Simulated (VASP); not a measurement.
# NiS (P6_3/mmc) in VASP: single point with LDA+U

Aim: the single point of NiS with LDA+U.

Program: VASP 6.6.1. These are calculated values, not measurements. Logs are shortened: lines on timing, memory, paths and dates and some standing lists are left out, and cuts for length are marked.

### 1 The cell of the first run

It takes space group P6_3/mmc (No. 194, hexagonal). Conventional cell: a = 3.420 Å, b = 3.420 Å, c = 5.300 Å, α = 90.00°, β = 90.00°, γ = 120.00°. Ni (site symmetry -3m) has 6 S at 2.38 Å and 2 Ni at 2.65 Å within 3.1 Å. S (site symmetry -6m2) has 6 Ni at 2.38 Å within 3.1 Å.

### 2 Single point, LDA+U

Contents of INCAR:

```
ALGO = Normal
EDIFF = 1E-6
ENCUT = 520
ISIF = 2
ISMEAR = 0
LASPH = T
LCHARG = F
LDAU = T
LDAUJ = 0 0
LDAUL = 2 -1
LDAUPRINT = 1
LDAUTYPE = 2
LDAUU = 6.2 0
LMAXMIX = 4
LREAL = F
LWAVE = F
NBANDS = 24
NELM = 150
PREC = Accurate
SIGMA = 0.03
```

Contents of KPOINTS:

```
k-points
0
Gamma
  8 8 5
```

Contents of POSCAR:

```
NiS
1.0
    3.4200013500      0.0000000000      0.0000000000
   -1.7100006800      2.9618080500      0.0000000000
    0.0000000000      0.0000000000      5.3000000000
Ni S
2 2
Direct
    0.0000000000      0.0000000000      0.0000000000
    0.0000000000      0.0000000000      0.5000000000
    0.3333333300      0.6666666700      0.2500000000
    0.6666666700      0.3333333300      0.7500000000
```

Potentials or basis: VASP PAW LDA potentials, release 64 (Ni, S).

Launch:

```
cat potpaw_LDA.64/Ni/POTCAR potpaw_LDA.64/S/POTCAR > POTCAR
mpirun -np 1 vasp_std > vasp.out
```

OUTCAR:

```text
EDIFF = 1E-6
   ENCUT = 520
   ISIF = 2
   ISMEAR = 0
   LASPH = T
   LREAL = F
   NELM = 150
   PREC = Accurate

 ion  position               nearest neighbor table
   1  0.000  0.000  0.000-   3 2.38   4 2.38   4 2.38   3 2.38   4 2.38   3 2.38   2 2.65   2 2.65

   2  0.000  0.000  0.500-   3 2.38   4 2.38   4 2.38   3 2.38   4 2.38   3 2.38   1 2.65   1 2.65

   3  0.333  0.667  0.250-   1 2.38   2 2.38   1 2.38   2 2.38   1 2.38   2 2.38
   4  0.667  0.333  0.750-   1 2.38   2 2.38   1 2.38   2 2.38   1 2.38   2 2.38

  LATTYP: Found a hexagonal cell.
 ALAT       =     3.4200013500
 C/A-ratio  =     1.5497069906

  Lattice vectors:

 A1 = (   3.4200013500,   0.0000000000,   0.0000000000)
 A2 = (  -1.7100006800,   2.9618080500,   0.0000000000)
 A3 = (   0.0000000000,   0.0000000000,   5.3000000000)

Analysis of symmetry for initial positions (statically):
=====================================================================
 Subroutine PRICEL returns:
 Original cell was already a primitive cell.

 Routine SETGRP: Setting up the symmetry group for a
 hexagonal supercell.

 Subroutine GETGRP returns: Found 24 space group operations
 (whereof 12 operations were pure point group operations)
 out of a pool of 24 trial point group operations.

The static configuration has the point symmetry D_3d.
 The point group associated with its full space group is D_6h.

Analysis of symmetry for dynamics (positions and initial velocities):
=====================================================================
 Subroutine PRICEL returns:
 Original cell was already a primitive cell.

 Routine SETGRP: Setting up the symmetry group for a
 hexagonal supercell.

 Subroutine GETGRP returns: Found 24 space group operations
 (whereof 12 operations were pure point group operations)
 out of a pool of 24 trial point group operations.

The dynamic configuration has the point symmetry D_3d.
 The point group associated with its full space group is D_6h.

 Subroutine INISYM returns: Found 24 space group operations
 (whereof 12 operations are pure point group operations),
 and found     1 'primitive' translations

----------------------------------------------------------------------------------------

                                     Primitive cell

  volume of cell :      53.6858

  direct lattice vectors                    reciprocal lattice vectors
     3.420001350  0.000000000  0.000000000     0.292397545  0.168815802  0.000000000
    -1.710000680  2.961808050  0.000000000     0.000000000  0.337631603  0.000000000
     0.000000000  0.000000000  5.300000000     0.000000000  0.000000000  0.188679245

  length of vectors
     3.420001350  3.420001352  5.300000000     0.337631603  0.337631603  0.188679245

  position of ions in fractional coordinates (direct lattice)
     0.000000000  0.000000000  0.000000000
     0.000000000  0.000000000  0.500000000
     0.333333330  0.666666670  0.250000000
     0.666666670  0.333333330  0.750000000

  ion indices of the primitive-cell ions
   primitive index   ion index
                 1           1
                 2           2
                 3           3
                 4           4

----------------------------------------------------------------------------------------

 KPOINTS: k-points

Automatic generation of k-mesh.
 Grid dimensions read from file:
 generate k-points for:    8    8    5

 Generating k-lattice:

  Cartesian coordinates                     Fractional coordinates (reciprocal lattice)
     0.036549693  0.021101975  0.000000000     0.125000000  0.000000000  0.000000000
     0.000000000  0.042203950  0.000000000     0.000000000  0.125000000  0.000000000
     0.000000000  0.000000000  0.037735849     0.000000000  0.000000000  0.200000000

  Length of vectors
     0.042203950  0.042203950  0.037735849

[... 49 lines left out ...]
   LSORBIT =      F    spin-orbit coupling
   LASPH  =      T    aspherical Exc in radial PAW
   ENCUT  =  520.0 eV  38.22 Ry    6.18 a.u.   6.36  6.36  9.85*2*pi/ulx,y,z
   NELM   =    150;   NELMIN=  2; NELMDL= -5     # of ELM steps
   EDIFF  = 0.1E-05   stopping-criterion for ELM
   LREAL  =      F    real-space projection
   EDIFFG = 0.1E-04   stopping-criterion for IOM
   NSW    =      0    number of steps for IOM
   IBRION =     -1    ionic relax: 0-MD 1-quasi-New 2-CG
   NFREE  =      0    steps in history (QN), initial steepest desc. (CG)
   ISIF   =      2    stress and relaxation
   ISYM   =      2    0-nonsym 1-usesym 2-fastsym
   POTIM  = 0.5000    time-step for ionic-motion
   TEBEG  =    0.0;   TEEND  =   0.0 temperature during run
   PSTRESS=    0.0 pullay stress
   NELECT =      32.0000    total number of electrons
   NUPDOWN=      -1.0000    fix difference up-down
   EMIN   =  10.00;   EMAX   =-10.00  energy-range for DOS
   EFERMI =   0.00;   METHOD = LEGACY
   ISMEAR =     0;   SIGMA  =   0.03  broadening in eV -4-tet -1-fermi 0-gaus
   EFERMI_NEDOS =   21; number of points for ismear=-14 and -15
   IALGO  =     38    algorithm
   IMIX   =      4    mixing-type and parameters
     AMIX     =   0.40;   BMIX     =  1.00
     AMIX_MAG =   1.60;   BMIX_MAG =  1.00
  volume/ion in A,a.u.               =      13.42        90.57
  Fermi-wavevector in a.u.,A,eV,Ry     =   1.377754  2.603578 25.826676  1.898207
  Thomas-Fermi vector in A             =   2.502879
   LORBIT       =      0    0 simple, 1 ext, 2 COOP (PROOUT), +10 PAW based schemes
 LDA+U is selected, type is set to LDAUTYPE =  2
   angular momentum for each species LDAUL =     2   -1
   U (eV)           for each species LDAUU =   6.2  0.0
   J (eV)           for each species LDAUJ =   0.0  0.0
   GGA     = CA    functional components
   LHFCALC =     F    Hartree Fock is set to
   AEXX    =    0.0000 exact exchange contribution
   IVDW    =     0    specifies the selected vdW correction
   LEPSILON=     F    determine dielectric tensor
   LRPA    =     F    only Hartree local field effects (RPA)
 non-spin polarized calculation
 Gauss-broadening in eV      SIGMA  =   0.03
  energy-cutoff  :      520.00
  volume of cell :       53.69
 maximum number of plane-waves:      1461
 NGX is ok and might be reduce to    28
   NGX = 13   NGY = 13   NGZ = 19

atom =   1  type =  1  l = 2

 onsite density matrix

spin component  1

  0.8861  0.0000  0.0000  0.0819  0.0000
  0.0000  0.8282 -0.0000 -0.0000  0.0819
  0.0000 -0.0000  0.9477  0.0000 -0.0000
  0.0819 -0.0000  0.0000  0.8282 -0.0000
  0.0000  0.0819 -0.0000 -0.0000  0.8861

spin component  2

  0.8861  0.0000  0.0000  0.0819  0.0000
  0.0000  0.8282 -0.0000 -0.0000  0.0819
  0.0000 -0.0000  0.9477  0.0000 -0.0000
  0.0819 -0.0000  0.0000  0.8282 -0.0000
  0.0000  0.0819 -0.0000 -0.0000  0.8861

 occupancies and eigenvectors

  o =  0.7703  v = -0.4051  0.5818  0.0000  0.5729 -0.4114  0.0000  0.0000  0.0000  0.0000  0.0000      0.0000  0.0000  0.0000  0.0000  0.0000  0.0000  0.0000  0.0000  0.0000  0.0000
  o =  0.7703  v =  0.0000  0.0000  0.0000  0.0000  0.0000 -0.4051  0.5818  0.0000  0.5729 -0.4114      0.0000  0.0000  0.0000  0.0000  0.0000  0.0000  0.0000  0.0000  0.0000  0.0000
  o =  0.7703  v = -0.4114 -0.5729  0.0000  0.5818  0.4051  0.0000  0.0000  0.0000  0.0000  0.0000      0.0000  0.0000  0.0000  0.0000  0.0000  0.0000  0.0000  0.0000  0.0000  0.0000
  o =  0.7703  v =  0.0000  0.0000  0.0000  0.0000  0.0000 -0.4114 -0.5729  0.0000  0.5818  0.4051      0.0000  0.0000  0.0000  0.0000  0.0000  0.0000  0.0000  0.0000  0.0000  0.0000
  o =  0.9440  v =  0.0000  0.0000  0.0000  0.0000  0.0000  0.5729  0.4114 -0.0000  0.4051  0.5818      0.0000  0.0000  0.0000  0.0000  0.0000  0.0000  0.0000  0.0000  0.0000  0.0000
  o =  0.9440  v =  0.5729  0.4114 -0.0000  0.4051  0.5818  0.0000  0.0000  0.0000  0.0000  0.0000      0.0000  0.0000  0.0000  0.0000  0.0000  0.0000  0.0000  0.0000  0.0000  0.0000
  o =  0.9440  v =  0.0000  0.0000  0.0000  0.0000  0.0000 -0.5818  0.4051  0.0000 -0.4114  0.5729      0.0000  0.0000  0.0000  0.0000  0.0000  0.0000  0.0000  0.0000  0.0000  0.0000
  o =  0.9440  v = -0.5818  0.4051  0.0000 -0.4114  0.5729  0.0000  0.0000  0.0000  0.0000  0.0000      0.0000  0.0000  0.0000  0.0000  0.0000  0.0000  0.0000  0.0000  0.0000  0.0000
  o =  0.9477  v =  0.0000 -0.0000  1.0000  0.0000 -0.0000  0.0000  0.0000  0.0000  0.0000  0.0000      0.0000  0.0000  0.0000  0.0000  0.0000  0.0000  0.0000  0.0000  0.0000  0.0000
  o =  0.9477  v =  0.0000  0.0000  0.0000  0.0000  0.0000  0.0000 -0.0000  1.0000  0.0000 -0.0000      0.0000  0.0000  0.0000  0.0000  0.0000  0.0000  0.0000  0.0000  0.0000  0.0000

atom =   2  type =  1  l = 2

 onsite density matrix

spin component  1

  0.8861 -0.0000  0.0000 -0.0819 -0.0000
 -0.0000  0.8282  0.0000 -0.0000 -0.0819
  0.0000  0.0000  0.9477 -0.0000 -0.0000
 -0.0819 -0.0000 -0.0000  0.8282  0.0000
 -0.0000 -0.0819 -0.0000  0.0000  0.8861

spin component  2

  0.8861 -0.0000  0.0000 -0.0819 -0.0000
 -0.0000  0.8282  0.0000 -0.0000 -0.0819
  0.0000  0.0000  0.9477 -0.0000 -0.0000
 -0.0819 -0.0000 -0.0000  0.8282  0.0000
 -0.0000 -0.0819 -0.0000  0.0000  0.8861

 occupancies and eigenvectors

  o =  0.7703  v = -0.4051 -0.5818  0.0000 -0.5729 -0.4114  0.0000  0.0000  0.0000  0.0000  0.0000      0.0000  0.0000  0.0000  0.0000  0.0000  0.0000  0.0000  0.0000  0.0000  0.0000
  o =  0.7703  v =  0.0000  0.0000  0.0000  0.0000  0.0000 -0.4051 -0.5818  0.0000 -0.5729 -0.4114      0.0000  0.0000  0.0000  0.0000  0.0000  0.0000  0.0000  0.0000  0.0000  0.0000
  o =  0.7703  v = -0.4114  0.5729  0.0000 -0.5818  0.4051  0.0000  0.0000  0.0000  0.0000  0.0000      0.0000  0.0000  0.0000  0.0000  0.0000  0.0000  0.0000  0.0000  0.0000  0.0000
  o =  0.7703  v =  0.0000  0.0000  0.0000  0.0000  0.0000 -0.4114  0.5729  0.0000 -0.5818  0.4051      0.0000  0.0000  0.0000  0.0000  0.0000  0.0000  0.0000  0.0000  0.0000  0.0000
  o =  0.9440  v =  0.0000  0.0000  0.0000  0.0000  0.0000  0.5729 -0.4114 -0.0000 -0.4051  0.5818      0.0000  0.0000  0.0000  0.0000  0.0000  0.0000  0.0000  0.0000  0.0000  0.0000
  o =  0.9440  v =  0.5729 -0.4114 -0.0000 -0.4051  0.5818  0.0000  0.0000  0.0000  0.0000  0.0000      0.0000  0.0000  0.0000  0.0000  0.0000  0.0000  0.0000  0.0000  0.0000  0.0000
  o =  0.9440  v =  0.0000  0.0000  0.0000  0.0000  0.0000 -0.5818 -0.4051  0.0000  0.4114  0.5729      0.0000  0.0000  0.0000  0.0000  0.0000  0.0000  0.0000  0.0000  0.0000  0.0000
  o =  0.9440  v = -0.5818 -0.4051  0.0000  0.4114  0.5729  0.0000  0.0000  0.0000  0.0000  0.0000      0.0000  0.0000  0.0000  0.0000  0.0000  0.0000  0.0000  0.0000  0.0000  0.0000
  o =  0.9477  v =  0.0000  0.0000  1.0000 -0.0000 -0.0000  0.0000  0.0000  0.0000  0.0000  0.0000      0.0000  0.0000  0.0000  0.0000  0.0000  0.0000  0.0000  0.0000  0.0000  0.0000
  o =  0.9477  v =  0.0000  0.0000  0.0000  0.0000  0.0000  0.0000  0.0000  1.0000 -0.0000 -0.0000      0.0000  0.0000  0.0000  0.0000  0.0000  0.0000  0.0000  0.0000  0.0000  0.0000

 number of electron      31.9999979 magnetization

 Free energy of the ion-electron system (eV)
  ---------------------------------------------------
  ext. energy  EPLUGINS =         0.00000000
  ---------------------------------------------------
  free energy    TOTEN  =       -16.99762322 eV

  energy without entropy =      -16.99696299  energy(sigma->0) =      -16.99729311

 E-fermi :   7.9225     XC(G=0): -12.0535

 val. band max:        7.9066566161   @ k =   0.3750   0.2500   0.0000
 cond. band min:       7.9604625010   @ k =   0.2500   0.2500   0.2000
 fundamental gap:      0.0538058849
 Fermi energy:         7.9225128312

 k-point     1 :       0.0000    0.0000    0.0000
  band No.  band energies     occupation
      1      -7.3979      2.00000
      2      -5.1015      2.00000
      3       0.4418      2.00000
      4       3.0633      2.00000
      5       3.0633      2.00000
      6       3.6488      2.00000
[... 637 lines left out ...]
     23      17.1445      0.00000
     24      18.9220      0.00000

 [... further k-points ...]

------------------------ aborting loop because EDIFF is reached ----------------------------------------

  FORCE on cell =-STRESS in cart. coord.  units (eV):
  Direction    XX          YY          ZZ          XY          YZ          ZX
  --------------------------------------------------------------------------------------
  -------------------------------------------------------------------------------------
  Total       -5.6658341     -5.6658341     -6.5109504      0.0000000     -0.0000000      0.0000000
  in kB     -169.0890097   -169.0890097   -194.3103412      0.0000003     -0.0000000      0.0000000
  external PRESSURE =    -177.4961202 kB  Pullay stress =       0.0000000 kB

 VOLUME and BASIS-vectors are now :
 -----------------------------------------------------------------------------
  energy-cutoff  :      520.00
  volume of cell :       53.69
      direct lattice vectors                 reciprocal lattice vectors
     3.420001350  0.000000000  0.000000000     0.292397545  0.168815802  0.000000000
    -1.710000680  2.961808050  0.000000000     0.000000000  0.337631603  0.000000000
     0.000000000  0.000000000  5.300000000     0.000000000  0.000000000  0.188679245

 POSITION                                       TOTAL-FORCE (eV/Angst)
 -----------------------------------------------------------------------------------
      0.00000      0.00000      0.00000         0.000000     -0.000000      0.000000
      0.00000      0.00000      2.65000         0.000000     -0.000000      0.000000
     -0.00000      1.97454      1.32500         0.000000     -0.000000     -0.000000
      1.71000      0.98727      3.97500        -0.000000      0.000000      0.000000
 -----------------------------------------------------------------------------------
    total drift:                               -0.000000      0.000000      0.000000

  FREE ENERGIE OF THE ION-ELECTRON SYSTEM (eV)
  ---------------------------------------------------
  free  energy   TOTEN  =       -16.9976232193 eV

  energy  without entropy=      -16.9969629933  energy(sigma->0) =      -16.99729311
```

Run time: 23 s. Hardware: 1 thread of AMD EPYC 9R45 (Zen 5), shared host; peak memory 0.14 GiB.

Results:

| Quantity | Value |
| --- | --- |
| Free energy | -16.9976 eV |
| Pressure | -17.7 GPa |
| Band gap on the k mesh | zero (band 16 reaches 8.38 eV, above the bottom of band 17 at 7.64 eV) |

Levels at points of the mesh, in eV from the Fermi level:
```tsv
k point	band 13	band 14	band 15	band 16	band 17	band 18	band 19	band 20
(0.00, 0.00, 0.00)	-1.43	-1.13	-1.13	-0.52	1.57	1.57	4.16	4.92
(0.50, 0.00, 0.00)	-2.62	-2.28	-1.98	-0.85	0.50	1.72	4.91	5.14
```

Eigenvalues of the final occupation matrices:
| site | spin | trace | eigenvalues |
| --- | --- | --- | --- |
| site 1 d | 1 | 4.38 | 0.77 0.77 0.94 0.94 0.95 |
| site 1 d | 2 | 4.38 | 0.77 0.77 0.94 0.94 0.95 |
| site 2 d | 1 | 4.38 | 0.77 0.77 0.94 0.94 0.95 |
| site 2 d | 2 | 4.38 | 0.77 0.77 0.94 0.94 0.95 |

Caveat: the run has no spin polarisation, though such a crystal can be magnetic; U without spin polarisation on a metal has little footing. Spin polarisation is off, so any magnetic state and its effect on volume and gap are missing.
